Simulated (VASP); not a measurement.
Write the native input for VASP 6.6.1 that does the following.

* Task: single point
* Functional: r2SCAN
* Potentials or basis: VASP PAW PBE potentials, release 64 (Si)
* Cutoff: 550 eV
* k mesh: 9 × 9 × 14
* Occupations: fermi-dirac, width 0.1 eV
* Spin: no spin polarisation
* Dipole correction: no
* Further INCAR settings: ALGO = Normal; EDIFF = 1e-06; NBANDS = 13

The system is Si.

```
Si
1.0
     4.24628    0.00000    0.00000
    -2.12314    3.67739    0.00000
     0.00000    0.00000    2.43428
Si
3
Direct
  0.00000 0.00000 0.00000
  0.33333 0.66667 0.50000
  0.66667 0.33333 0.50000
```

This isn't the form of Si at room conditions, which is diamond.

The input as run:

POSCAR

```
Si
1.0
    4.2462818679      0.0000000000      0.0000000000
   -2.1231409340      3.6773879692      0.0000000000
    0.0000000000      0.0000000000      2.4342838044
Si
3
Direct
    0.0000000000      0.0000000000      0.0000000000
    0.3333333333      0.6666666667      0.5000000000
    0.6666666667      0.3333333333      0.5000000000
```

INCAR.step1

```
SYSTEM = Si
ALGO = Normal
EDIFF = 1E-5
ENCUT = 550
GGA = PE
GGA_COMPAT = .FALSE.
ISMEAR = -1
LASPH = .TRUE.
LCHARG = .FALSE.
LREAL = .FALSE.
LWAVE = .TRUE.
NBANDS = 13
NELM = 120
PREC = Accurate
SIGMA = 0.1
```

INCAR.step2

```
SYSTEM = Si
ALGO = Normal
EDIFF = 1E-6
ENCUT = 550
GGA_COMPAT = .FALSE.
ISIF = 2
ISMEAR = -1
ISTART = 1
LASPH = .TRUE.
LCHARG = .FALSE.
LMIXTAU = .TRUE.
LREAL = .FALSE.
LWAVE = .FALSE.
METAGGA = R2SCAN
NBANDS = 13
NELM = 120
PREC = Accurate
SIGMA = 0.1
```

KPOINTS

```
k-points
0
G
  9 9 14
  0 0 0
```

Potentials or basis: VASP PAW PBE potentials, release 64 (Si).

Command:

```sh
$ cat potpaw_PBE.64/Si/POTCAR > POTCAR
$ cp INCAR.step1 INCAR
$ mpirun -np 1 vasp_std > vasp.out
$ cp INCAR.step2 INCAR
$ mpirun -np 1 vasp_std > vasp.out
```

It gave:

- Pressure: 16.2 GPa
- Band gap on the k mesh: zero (bands 6 and 7 overlap by 8.39 eV)

Caveat: the cell stands under pressure; the PAW data sets were made with another functional, which shifts forces and pressure a little.

It took 120 s on 1 thread of Intel Xeon 8259CL, on a shared host, peak memory 0.18 GiB.
